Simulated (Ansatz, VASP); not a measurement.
# Two plane-wave programs on K3LaTe2O9

Contents of POSCAR:

```
K3LaTe2O9
1.0
    6.0589000000      0.0000000000      0.0000000000
   -3.0294500000      5.2471613190      0.0000000000
    0.0000000000      0.0000000000     15.0240000000
K La Te O
6 2 4 18
Direct
    0.0000000000      0.0000000000      0.7500000000
    0.0000000000      0.0000000000      0.2500000000
    0.3333333333      0.6666666667      0.6130356756
    0.6666666667      0.3333333333      0.1130356756
    0.3333333333      0.6666666667      0.8869643244
    0.6666666667      0.3333333333      0.3869643244
    0.0000000000      0.0000000000      0.5000000000
    0.0000000000      0.0000000000      0.0000000000
    0.6666666667      0.3333333333      0.6555164947
    0.3333333333      0.6666666667      0.1555164947
    0.6666666667      0.3333333333      0.8444835053
    0.3333333333      0.6666666667      0.3444835053
    0.9477387474      0.4738693737      0.7500000000
    0.4738693737      0.9477387474      0.2500000000
    0.5261306263      0.4738693737      0.7500000000
    0.0522612526      0.5261306263      0.2500000000
    0.5261306263      0.0522612526      0.7500000000
    0.4738693737      0.5261306263      0.2500000000
    0.3564425444      0.1782212722      0.5930341276
    0.1782212722      0.3564425444      0.0930341276
    0.8217787278      0.1782212722      0.5930341276
    0.6435574556      0.8217787278      0.0930341276
    0.8217787278      0.6435574556      0.5930341276
    0.1782212722      0.8217787278      0.0930341276
    0.8217787278      0.6435574556      0.9069658724
    0.6435574556      0.8217787278      0.4069658724
    0.8217787278      0.1782212722      0.9069658724
    0.1782212722      0.3564425444      0.4069658724
    0.3564425444      0.1782212722      0.9069658724
    0.1782212722      0.8217787278      0.4069658724
```

File INCAR.step1:

```
ALGO     = Normal         # electronic algorithm
EDIFF    = 1E-4           # SCF threshold, eV
ENCUT    = 520            # plane-wave cutoff, eV
GGA      = PE             # functional
ISMEAR   = -1             # smearing method
LASPH    = True           # aspherical terms in the spheres
LCHARG   = False          # write CHGCAR
LREAL    = Auto         
LWAVE    = True           # write WAVECAR
NBANDS   = 125            # bands
NELM     = 100            # most SCF steps
PREC     = Accurate       # precision mode
SIGMA    = 0.02           # smearing width, eV
```

The input INCAR.step2:

```
ALGO     = Normal         # electronic algorithm
EDIFF    = 1E-8           # SCF threshold, eV
ENCUT    = 520            # plane-wave cutoff, eV
ISIF     = 2              # what is computed and relaxed
ISMEAR   = -1             # smearing method
ISTART   = 1            
LASPH    = True           # aspherical terms in the spheres
LCHARG   = False          # write CHGCAR
LEFG     = True         
LMIXTAU  = True         
LREAL    = Auto         
LWAVE    = False          # write WAVECAR
METAGGA  = R2SCAN         # meta-GGA
NBANDS   = 125            # bands
NELM     = 100            # most SCF steps
PREC     = Accurate       # precision mode
SIGMA    = 0.02           # smearing width, eV
```

File KPOINTS:

```
k-points
0
Gamma
  4 4 2
```

Input for Ansatz:

```yaml
crystal:
  lattice:
    - [6.0589, 0.0, 0.0]
    - [-3.02945, 5.247161319, 0.0]
    - [0.0, 0.0, 15.024]
  atoms:
    - { symbol: K, position: [0.0, 0.0, 0.75] }
    - { symbol: K, position: [0.0, 0.0, 0.25] }
    - { symbol: K, position: [0.3333333333, 0.6666666667, 0.6130356756] }
    - { symbol: K, position: [0.6666666667, 0.3333333333, 0.1130356756] }
    - { symbol: K, position: [0.3333333333, 0.6666666667, 0.8869643244] }
    - { symbol: K, position: [0.6666666667, 0.3333333333, 0.3869643244] }
    - { symbol: La, position: [0.0, 0.0, 0.5] }
    - { symbol: La, position: [0.0, 0.0, 0.0] }
    - { symbol: Te, position: [0.6666666667, 0.3333333333, 0.6555164947] }
    - { symbol: Te, position: [0.3333333333, 0.6666666667, 0.1555164947] }
    - { symbol: Te, position: [0.6666666667, 0.3333333333, 0.8444835053] }
    - { symbol: Te, position: [0.3333333333, 0.6666666667, 0.3444835053] }
    - { symbol: O, position: [0.9477387474, 0.4738693737, 0.75] }
    - { symbol: O, position: [0.4738693737, 0.9477387474, 0.25] }
    - { symbol: O, position: [0.5261306263, 0.4738693737, 0.75] }
    - { symbol: O, position: [0.0522612526, 0.5261306263, 0.25] }
    - { symbol: O, position: [0.5261306263, 0.0522612526, 0.75] }
    - { symbol: O, position: [0.4738693737, 0.5261306263, 0.25] }
    - { symbol: O, position: [0.3564425444, 0.1782212722, 0.5930341276] }
    - { symbol: O, position: [0.1782212722, 0.3564425444, 0.0930341276] }
    - { symbol: O, position: [0.8217787278, 0.1782212722, 0.5930341276] }
    - { symbol: O, position: [0.6435574556, 0.8217787278, 0.0930341276] }
    - { symbol: O, position: [0.8217787278, 0.6435574556, 0.5930341276] }
    - { symbol: O, position: [0.1782212722, 0.8217787278, 0.0930341276] }
    - { symbol: O, position: [0.8217787278, 0.6435574556, 0.9069658724] }
    - { symbol: O, position: [0.6435574556, 0.8217787278, 0.4069658724] }
    - { symbol: O, position: [0.8217787278, 0.1782212722, 0.9069658724] }
    - { symbol: O, position: [0.1782212722, 0.3564425444, 0.4069658724] }
    - { symbol: O, position: [0.3564425444, 0.1782212722, 0.9069658724] }
    - { symbol: O, position: [0.1782212722, 0.8217787278, 0.4069658724] }
kpoints:
  mp_grid: { grid: [4, 4, 2] }
scf:
  occupations: { method: fermi_dirac, width: 0.02 }
hamiltonian:
  xc: r2scan
  pseudopotentials: { kind: paw }
output:
  forces: true
  stress: true
  populations: true
  efg:
    quadrupole_moments_barn: { K: 0.0603, La: 0.206, O: -0.02558 }
    contact_densities: true
```

Alike in both runs: task electric field gradients; functional r2SCAN; k mesh 4 × 4 × 2; occupations fermi-dirac, width 0.02 eV; no spin polarisation.

|  | VASP | Ansatz |
| --- | --- | --- |
| version | VASP 6.6.1 | Ansatz 0.2.0 |
| potentials or method | VASP PAW PBE potentials, release 64 (K_sv, La, Te, O) | plane-wave PAW, scalar-relativistic |
| plane-wave cutoff (eV) | 520 | 500 |
| valence electrons in the cell | 208 | 248 |

Ansatz gave:

| Quantity | Value |
| --- | --- |
| gap on the k mesh at the Fermi level (eV) | 3.53 |
| pressure (GPa) | -0.3 |
| traceless stress, the component that is largest in VASP (GPa) | 0.31 |
| rms of the force components (eV/Å) | 0.285 |
| size of Vzz on the site where it differs most (V/Å²) | 36.2 |

Estimate VASP's values.

gap on the k mesh at the Fermi level (eV): 3.49; pressure (GPa): -0.7; traceless stress, the component that is largest in VASP (GPa): 0.28; rms of the force components (eV/Å): 0.292; size of Vzz on the site where it differs most (V/Å²): 28.3.

VASP's potentials were made for PBE, not for r2SCAN. Atom by atom the forces differ by 0.019 eV/Å (rms over components). The functional is the same, so the differences come from potentials, cutoffs and numerics. VASP's potentials hold 208 valence electrons a cell and Ansatz's 248, so a difference there can come from the potentials and not from the codes.

Neither program's run includes spin-orbit coupling.
